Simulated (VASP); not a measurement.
# Ir (P6_3/mmc) in VASP: further runs, part 2 of 2

VASP 6.6.1. Earlier steps stand in the parts before.

## Step 3: Relaxation of cell and atoms, PBEsol

This run uses another cell than the first one, of 18.49 Å³/atom, 1.199 times its volume.

INCAR reads:

```
PREC = Accurate ; ENCUT = 500
EDIFF = 1E-7 ; ISMEAR = 0
SIGMA = 0.1 ; LREAL = False
LASPH = True ; NELM = 120
ALGO = Normal ; ISIF = 3
LWAVE = False ; LCHARG = False
GGA = PS ; IBRION = 2
NSW = 90 ; EDIFFG = -0.04
GGA_COMPAT = False ; NELMIN = 4
```

KPOINTS reads:

```
regular mesh
0
Gamma
  6 6 4
```

POSCAR reads:

```
Ir
1.0
    4.2638166189      0.0000000000      0.0000000000
   -2.1319083095      3.6925735091      0.0000000000
    0.0000000000      0.0000000000      4.6976313865
Ir
4
Direct
    0.0000000000      0.0000000000      0.2500000000
    0.0000000000      0.0000000000      0.7500000000
    0.3333333333      0.6666666667      0.7500000000
    0.6666666667      0.3333333333      0.2500000000
```

Potentials or basis: VASP PAW PBE potentials, release 64 (Ir).

Command:

```console
$ cat potpaw_PBE.64/Ir/POTCAR > POTCAR
$ mpirun -np 1 vasp_std > vasp.out
```

OUTCAR:

```text
PREC = Accurate
   ENCUT = 500
   EDIFF = 1E-7
   ISMEAR = 0
   LREAL = False
   LASPH = True
   NELM = 120
   ISIF = 3
   GGA = PS
   IBRION = 2
   NSW = 90
   EDIFFG = -0.04
   NELMIN = 4

 ion  position               nearest neighbor table
   1  0.000  0.000  0.250-   2 2.35   2 2.35   4 2.46   4 2.46   4 2.46   3 3.40   3 3.40   3 3.40
                             3 3.40   3 3.40   3 3.40
   2  0.000  0.000  0.750-   1 2.35   1 2.35   3 2.46   3 2.46   3 2.46   4 3.40   4 3.40   4 3.40
                             4 3.40   4 3.40   4 3.40
   3  0.333  0.667  0.750-   2 2.46   2 2.46   2 2.46   4 3.40   4 3.40   1 3.40   1 3.40   4 3.40
                             4 3.40   1 3.40   1 3.40   1 3.40   1 3.40   4 3.40   4 3.40
   4  0.667  0.333  0.250-   1 2.46   1 2.46   1 2.46   3 3.40   3 3.40   2 3.40   2 3.40   3 3.40
                             3 3.40   2 3.40   2 3.40   2 3.40   2 3.40   3 3.40   3 3.40

  LATTYP: Found a hexagonal cell.
 ALAT       =     4.2638166189
 C/A-ratio  =     1.1017432986

  Lattice vectors:

 A1 = (   4.2638166189,   0.0000000000,   0.0000000000)
 A2 = (  -2.1319083095,   3.6925735091,   0.0000000000)
 A3 = (   0.0000000000,   0.0000000000,   4.6976313865)

Analysis of symmetry for initial positions (statically):
=====================================================================
 Subroutine PRICEL returns:
 Original cell was already a primitive cell.

 Routine SETGRP: Setting up the symmetry group for a
 hexagonal supercell.

 Subroutine GETGRP returns: Found 24 space group operations
 (whereof 12 operations were pure point group operations)
 out of a pool of 24 trial point group operations.

The static configuration has the point symmetry D_3d.
 The point group associated with its full space group is D_6h.

Analysis of symmetry for dynamics (positions and initial velocities):
=====================================================================
 Subroutine PRICEL returns:
 Original cell was already a primitive cell.

 Routine SETGRP: Setting up the symmetry group for a
 hexagonal supercell.

 Subroutine GETGRP returns: Found 24 space group operations
[... 115 lines left out ...]
   NELECT =      36.0000    total number of electrons
   NUPDOWN=      -1.0000    fix difference up-down
   EMIN   =  10.00;   EMAX   =-10.00  energy-range for DOS
   EFERMI =   0.00;   METHOD = LEGACY
   ISMEAR =     0;   SIGMA  =   0.10  broadening in eV -4-tet -1-fermi 0-gaus
   EFERMI_NEDOS =   21; number of points for ismear=-14 and -15
   IALGO  =     38    algorithm
   IMIX   =      4    mixing-type and parameters
     AMIX     =   0.40;   BMIX     =  1.00
     AMIX_MAG =   1.60;   BMIX_MAG =  1.00
  volume/ion in A,a.u.               =      18.49       124.78
  Fermi-wavevector in a.u.,A,eV,Ry     =   1.287775  2.433543 22.563433  1.658366
  Thomas-Fermi vector in A             =   2.419769
   LORBIT       =      0    0 simple, 1 ext, 2 COOP (PROOUT), +10 PAW based schemes
   GGA     = PS    functional components
   LHFCALC =     F    Hartree Fock is set to
   AEXX    =    0.0000 exact exchange contribution
   IVDW    =     0    specifies the selected vdW correction
   LEPSILON=     F    determine dielectric tensor
   LRPA    =     F    only Hartree local field effects (RPA)
 conjugate gradient relaxation of ions
 non-spin polarized calculation
 Gauss-broadening in eV      SIGMA  =   0.10
  energy-cutoff  :      500.00
  volume of cell :       73.96
 maximum number of plane-waves:      1902
 NGX is ok and might be reduce to    32
   NGX = 15   NGY = 15   NGZ = 17

--------------------------------------- Ionic step        1  -------------------------------------------

 number of electron      36.0000000 magnetization

 Free energy of the ion-electron system (eV)
  ---------------------------------------------------
  ext. energy  EPLUGINS =         0.00000000
  ---------------------------------------------------
  free energy    TOTEN  =       -32.73163073 eV

  energy without entropy =      -32.67887764  energy(sigma->0) =      -32.70525418

------------------------ aborting loop because EDIFF is reached ----------------------------------------

  FORCE on cell =-STRESS in cart. coord.  units (eV):
  Direction    XX          YY          ZZ          XY          YZ          ZX
  --------------------------------------------------------------------------------------
  -------------------------------------------------------------------------------------
  Total       -1.0899114     -1.0899114      2.8702518      0.0000000     -0.0000000      0.0000000
  in kB      -23.6099550    -23.6099550     62.1761717      0.0000000     -0.0000000      0.0000000
  external PRESSURE =       4.9854206 kB  Pullay stress =       0.0000000 kB
[... 63 lines left out ...]
--------------------------------------- Ionic step        3  -------------------------------------------

 number of electron      36.0000005 magnetization

 Free energy of the ion-electron system (eV)
  ---------------------------------------------------
  ext. energy  EPLUGINS =         0.00000000
  ---------------------------------------------------
  free energy    TOTEN  =       -32.77113744 eV

  energy without entropy =      -32.71767983  energy(sigma->0) =      -32.74440864

 E-fermi :   6.3809     XC(G=0): -12.2774

 val. band max:        6.3608740932   @ k =   0.3333   0.1667   0.0000
 cond. band min:       6.3841933239   @ k =   0.3333   0.0000   0.5000
 fundamental gap:      0.0233192307
 Fermi energy:         6.3809136350

 k-point     1 :       0.0000    0.0000    0.0000
  band No.  band energies     occupation
      1      -2.5268      2.00000
      2      -0.3878      2.00000
      3       0.6863      2.00000
      4       0.7439      2.00000
      5       0.7439      2.00000
      6       2.6266      2.00000
[... 545 lines left out ...]
  FREE ENERGIE OF THE ION-ELECTRON SYSTEM (eV)
  ---------------------------------------------------
  free  energy   TOTEN  =       -32.7711374433 eV

  energy  without entropy=      -32.7176798306  energy(sigma->0) =      -32.74440864

 reached required accuracy - stopping structural energy minimisation
```

Wall time 52 s (1 thread of AMD EPYC 9R45 (Zen 5), shared host); peak memory 0.17 GiB.

Results:

```
Free energy                            : -32.7711 eV
Relaxed volume                         : 18.59 Å³/atom
Relaxed cell                           : a = 4.227 Å, b = 4.227 Å, c = 4.805 Å, α = 90.00°, β = 90.00°, γ = 120.00°
Space group after relaxing (to 0.05 Å) : P6_3/mmc (No. 194)
Energy gained by relaxing              : 9.9 meV/atom
Ionic steps                            : 3
Pressure after relaxing                : 0.2 GPa
```

Step by step:
| step | energy change (eV) | largest force (eV/Å) | pressure (GPa) | volume (Å³) |
| --- | --- | --- | --- | --- |
| 1 | 0.0000 | 0.0000 | 0.50 | 73.96 |
| 2 | -0.0310 | 0.0000 | 0.40 | 74.52 |
| 3 | -0.0395 | 0.0000 | 0.24 | 74.34 |

Final structure:
```xyz
4
Lattice="4.2269 0.0000 0.0000 -2.1135 3.6606 0.0000 0.0000 0.0000 4.8047" Properties=species:S:1:pos:R:3 pbc="T T T"
Ir    0.0000    0.0000    1.2012
Ir    0.0000    0.0000    3.6035
Ir    0.0000    2.4404    3.6035
Ir    2.1135    1.2202    1.2012
```

Levels at points of the mesh, in eV from the Fermi level:
```csv
k point,band 16,band 17,band 18,band 19,band 20,band 21
"(0.00, 0.00, 0.00)",-1.42,-0.05,-0.05,-0.05,0.42,0.42
"(0.50, 0.00, 0.00)",0.15,0.26,0.46,0.53,1.03,1.61
"(0.00, 0.00, 0.50)",-2.08,-0.94,-0.94,-0.53,-0.53,-0.53
"(0.50, 0.00, 0.50)",-0.33,-0.16,-0.16,-0.03,-0.03,0.45
```

Caveat: the bands computed are all filled at some k points, so no gap is given; the PAW data sets were made with another functional, which shifts forces and pressure a little; spin-orbit coupling is left out, which moves the levels of the heavy elements.

## Step 4: Single point, PBEsol

This run uses another cell than the first one, of 20.97 Å³/atom, 1.359 times its volume.

INCAR reads:

```
SYSTEM = Ir
PREC     = Accurate       ! precision mode
ENCUT    = 520            ! plane-wave cutoff, eV
EDIFF    = 1E-6           ! SCF threshold, eV
ISMEAR   = 0              ! smearing method
SIGMA    = 0.1            ! smearing width, eV
LREAL    = .False.        ! projectors in reciprocal space
LASPH    = .True.         ! aspherical terms in the spheres
NELM     = 60             ! most SCF steps
ALGO     = Fast           ! electronic algorithm
ISIF     = 2              ! what is computed and relaxed
LWAVE    = .False.        ! write WAVECAR
LCHARG   = .False.        ! write CHGCAR
GGA      = PS             ! functional
NBANDS   = 26             ! bands
```

KPOINTS reads:

```
regular mesh
0
Gamma
  15 15 8
  0 0 0
```

POSCAR reads:

```
Ir
1.0
    3.9307616973      0.0000000000      0.0000000000
   -1.9653808487      3.4041394861      0.0000000000
    0.0000000000      0.0000000000      6.2676677186
Ir
4
Direct
    0.3333333333      0.6666666667      0.4406368410
    0.6666666667      0.3333333333      0.9406368410
    0.6666666667      0.3333333333      0.5593631590
    0.3333333333      0.6666666667      0.0593631590
```

Potentials or basis: VASP PAW PBE potentials, release 64 (Ir).

Command:

```console
$ cat potpaw_PBE.64/Ir/POTCAR > POTCAR
$ mpirun -np 1 vasp_std > vasp.out
```

OUTCAR:

```text
SYSTEM = Ir
   PREC = Accurate
   ENCUT = 520
   EDIFF = 1E-6
   ISMEAR = 0
   LREAL = .False.
   LASPH = .True.
   NELM = 60
   ISIF = 2
   GGA = PS

 ion  position               nearest neighbor table
   1  0.333  0.667  0.441-   3 2.39   3 2.39   3 2.39   4 2.39
   2  0.667  0.333  0.941-   4 2.39   4 2.39   4 2.39   3 2.39
   3  0.667  0.333  0.559-   1 2.39   1 2.39   1 2.39   2 2.39
   4  0.333  0.667  0.059-   2 2.39   2 2.39   2 2.39   1 2.39

  LATTYP: Found a hexagonal cell.
 ALAT       =     3.9307616973
 C/A-ratio  =     1.5945173484

[... 890 lines left out ...]

 [... further k-points ...]
[... 5 lines left out ...]
  --------------------------------------------------------------------------------------
  -------------------------------------------------------------------------------------
  Total       -0.1209896     -0.1209896     -0.1559439      0.0000000      0.0000000      0.0000000
  in kB       -2.3113658     -2.3113658     -2.9791271      0.0000000      0.0000000      0.0000000
  external PRESSURE =      -2.5339529 kB  Pullay stress =       0.0000000 kB

 VOLUME and BASIS-vectors are now :
 -----------------------------------------------------------------------------
  energy-cutoff  :      520.00
  volume of cell :       83.87
      direct lattice vectors                 reciprocal lattice vectors
     3.930761697  0.000000000  0.000000000     0.254403619  0.146879998  0.000000000
    -1.965380849  3.404139486  0.000000000     0.000000000  0.293759995  0.000000000
     0.000000000  0.000000000  6.267667719     0.000000000  0.000000000  0.159548981

 POSITION                                       TOTAL-FORCE (eV/Angst)
 -----------------------------------------------------------------------------------
     -0.00000      2.26943      2.76177         0.000000      0.000000     -0.011799
      1.96538      1.13471      5.89560        -0.000000      0.000000     -0.011799
      1.96538      1.13471      3.50590         0.000000     -0.000000      0.011799
     -0.00000      2.26943      0.37207        -0.000000     -0.000000      0.011799
 -----------------------------------------------------------------------------------
    total drift:                               -0.000000      0.000000     -0.000000

  FREE ENERGIE OF THE ION-ELECTRON SYSTEM (eV)
  ---------------------------------------------------
  free  energy   TOTEN  =       -34.2919244684 eV

  energy  without entropy=      -34.2632681788  energy(sigma->0) =      -34.27759632
```

Wall time 6.7 min (1 thread of Intel Xeon Platinum 8259CL at 2.50GHz (Skylake/Cascade Lake), shared host); peak memory 0.36 GiB.

What came out:

* Free energy: -34.2919 eV
* Pressure: -0.3 GPa
* Largest force: 0.012 eV/Å
* Band gap on the k mesh: zero (band 18 reaches 5.59 eV, above the bottom of band 19 at 5.01 eV)

Forces on the atoms (eV/Å):
```
Ir   0.000  0.000 -0.012
Ir   0.000  0.000 -0.012
Ir   0.000  0.000  0.012
Ir   0.000  0.000  0.012
```

Caveat: the PAW data sets were made with another functional, which shifts forces and pressure a little; spin-orbit coupling is left out, which moves the levels of the heavy elements.

## Step 5: Relaxation of cell and atoms, PBEsol

This run uses another cell than the first one, of 20.93 Å³/atom, 1.357 times its volume.

INCAR reads:

```
SYSTEM = Ir
ALGO     = Fast           ! electronic algorithm
EDIFF    = 1E-7           ! SCF threshold, eV
EDIFFG   = -0.01          ! ionic threshold
ENCUT    = 600            ! plane-wave cutoff, eV
GGA      = PS             ! functional
IBRION   = 2              ! ionic algorithm
ISIF     = 3              ! what is computed and relaxed
ISMEAR   = 0              ! smearing method
LASPH    = .TRUE.         ! aspherical terms in the spheres
LCHARG   = .FALSE.        ! write CHGCAR
LREAL    = .FALSE.        ! projectors in reciprocal space
LWAVE    = .FALSE.        ! write WAVECAR
NELM     = 80             ! most SCF steps
NSW      = 100            ! ionic steps
PREC     = Accurate       ! precision mode
SIGMA    = 0.1            ! smearing width, eV
```

KPOINTS reads:

```
k-points
0
G
  15 15 8
  0 0 0
```

POSCAR reads:

```
Ir
1.0
    3.9384758897      0.0000000000      0.0000000000
   -1.9692379449      3.4108201727      0.0000000000
    0.0000000000      0.0000000000      6.2320041013
Ir
4
Direct
    0.3333333333      0.6666666667      0.4416774826
    0.6666666667      0.3333333333      0.9416774826
    0.6666666667      0.3333333333      0.5583225174
    0.3333333333      0.6666666667      0.0583225174
```

Command:

```console
$ cat potpaw_PBE.64/Ir/POTCAR > POTCAR
$ mpirun -np 1 vasp_std > vasp.out
```

Run time: 35 min. Hardware: 1 thread of Oxide Virtual Turin-like, shared host; peak memory 0.38 GiB.

It converged, with:

```
Free energy                            : -34.2917 eV
Relaxed volume                         : 20.94 Å³/atom
Relaxed cell                           : a = 3.929 Å, b = 3.929 Å, c = 6.267 Å, α = 90.00°, β = 90.00°, γ = 120.00°
Space group after relaxing (to 0.05 Å) : P6_3/mmc (No. 194)
Energy gained by relaxing              : 0.1 meV/atom
Ionic steps                            : 8
Pressure after relaxing                : 0.0 GPa
Band gap on the k mesh                 : zero (band 18 reaches 5.60 eV, above the bottom of band 19 at 5.03 eV)
```

The path:
```
step  energy change (eV)  largest force (eV/Å)  pressure (GPa)  volume (Å³)
   1              0.0000                0.0134            0.05        83.72
   2             -0.0001                0.0314           -0.12        83.79
   3             -0.0001                0.0356           -0.15        83.81
   4             -0.0002                0.0342           -0.13        83.80
   5             -0.0003                0.0312           -0.05        83.78
   6             -0.0005                0.0252            0.10        83.72
   7             -0.0005                0.0236            0.14        83.71
   8             -0.0006                0.0019            0.00        83.77
```

Final structure:
```
Ir
1.0
     3.92867    0.00000    0.00000
    -1.96434    3.40233    0.00000
     0.00000    0.00000    6.26741
Ir
4
Direct
  0.33333 0.66667 0.44051
  0.66667 0.33333 0.94051
  0.66667 0.33333 0.55949
  0.33333 0.66667 0.05949
```

Levels at points of the mesh, in eV from the Fermi level:
```
           k point  band 15  band 16  band 17  band 18  band 19  band 20  band 21  band 22
(0.00, 0.00, 0.00)    -1.95    -1.30    -1.26    -1.26     0.21     0.21     0.98     0.98
(0.00, 0.00, 0.50)    -1.63    -1.63    -1.63    -1.63     0.62     0.62     0.62     0.62
```

Caveat: the PAW data sets were made with another functional, which shifts forces and pressure a little; spin-orbit coupling is left out, which moves the levels of the heavy elements.

## Step 6: Overview

```tsv
task	cell	k mesh	cutoff (eV)	gap on the mesh (eV)	pressure (GPa)	relaxed volume (Å³/atom)
relaxation of cell and atoms	relaxed from a = 2.969, b = 2.969, c = 8.085 Å, angles 90.0, 90.0, 120.0°, 4 atoms	6 × 6 × 2	500	-	0.0	18.51
relaxation of cell and atoms	relaxed from a = 4.264, b = 4.264, c = 4.698 Å, angles 90.0, 90.0, 120.0°, 4 atoms	6 × 6 × 4	500	-	0.2	18.59
single point	a = 3.931, b = 3.931, c = 6.268 Å, angles 90.0, 90.0, 120.0°, 4 atoms	15 × 15 × 8	520	none	-0.3	-
relaxation of cell and atoms	relaxed from a = 3.938, b = 3.938, c = 6.232 Å, angles 90.0, 90.0, 120.0°, 4 atoms	15 × 15 × 8	600	none	0.0	20.94
```

Alike in all rows: level PBEsol; potentials or basis VASP PAW PBE potentials, release 64 (Ir); no spin polarisation; smearing gaussian 0.1 eV.

Caveats: some runs use coarse meshes; the PAW data sets were made with another functional, which shifts forces and pressure a little; spin-orbit coupling is left out, which moves the levels of the heavy elements; the bands computed are all filled at some k points, so no gap is given (some runs); the volume moved by over 15 % at a fixed basis, so the end points are rough (some runs).

Absolute energies hang on the potentials; compare differences alone.
